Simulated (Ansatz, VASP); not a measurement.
Two plane-wave programs on CsPbCl3

Contents of INCAR:

```
SYSTEM = CsPbCl3
  ALGO = Normal
  EDIFF = 1E-6
  ENCUT = 520
  GGA = PS
  ISIF = 2
  ISMEAR = 0
  LASPH = .True.
  LCHARG = .False.
  LREAL = .False.
  LWAVE = .False.
  NBANDS = 30
  NELM = 100
  PREC = Accurate
  SIGMA = 0.05
```

File KPOINTS:

```
k-points
0
Gamma
  6 6 6
  0 0 0
```

The input POSCAR:

```
CsPbCl3
1.0
    5.6050000000      0.0000000000      0.0000000000
    0.0000000000      5.6050000000      0.0000000000
    0.0000000000      0.0000000000      5.3247500000
Cs Pb Cl
1 1 3
Direct
    0.0000000000      0.0000000000      0.0000000000
    0.5000000000      0.5000000000      0.5000000000
    0.0000000000      0.5000000000      0.5000000000
    0.5000000000      0.0000000000      0.5000000000
    0.5000000000      0.5000000000      0.0000000000
```

Input for Ansatz:

```yaml
crystal:
  lattice:
    - [5.605, 0.0, 0.0]
    - [0.0, 5.605, 0.0]
    - [0.0, 0.0, 5.32475]
  atoms:
    - { symbol: Cs, position: [0.0, 0.0, 0.0] }
    - { symbol: Pb, position: [0.5, 0.5, 0.5] }
    - { symbol: Cl, position: [0.0, 0.5, 0.5] }
    - { symbol: Cl, position: [0.5, 0.0, 0.5] }
    - { symbol: Cl, position: [0.5, 0.5, 0.0] }
basis:
  ecutwfc: 420
kpoints:
  mp_grid: { grid: [6, 6, 6] }
hamiltonian:
  xc: pbesol
scf:
  occupations: { method: gaussian, width: 0.05 }
output:
  forces: true
  stress: true
  eigenvalues: true
  write_density: true
  write_potential: true
  elf: true
  volumetric_format: npy
```

Change from the starting cell: strain +0.000 along x and y, -0.050 along z, atoms carried along.

Alike in both runs: task single point; functional PBEsol; k mesh 6 × 6 × 6; occupations gaussian, width 0.05 eV; no spin polarisation.

|  | VASP | Ansatz |
| --- | --- | --- |
| version | VASP 6.6.1 | Ansatz 0.2.0 |
| potentials or method | VASP PAW PBE potentials, release 64 (Cs_sv, Pb_d, Cl), cutoff 520 eV | scalar-relativistic, plane waves, PAW |
| valence electrons in the cell | 44 | 44 |

|  | VASP | Ansatz | Ansatz less VASP |
| --- | --- | --- | --- |
| gap on the k mesh at the Fermi level (eV) | 1.37 | 1.37 | -0.007 |
| least direct gap on the mesh (eV) | 1.37 | 1.37 | -0.007 |
| pressure (GPa) | 1.8 | 1.9 | +0.03 |
| traceless stress, the component that is largest in VASP (GPa) | 2.44 | 2.44 | -0.004 |

VASP's potentials were made for PBE, not for PBEsol.

Spin-orbit coupling is off throughout.
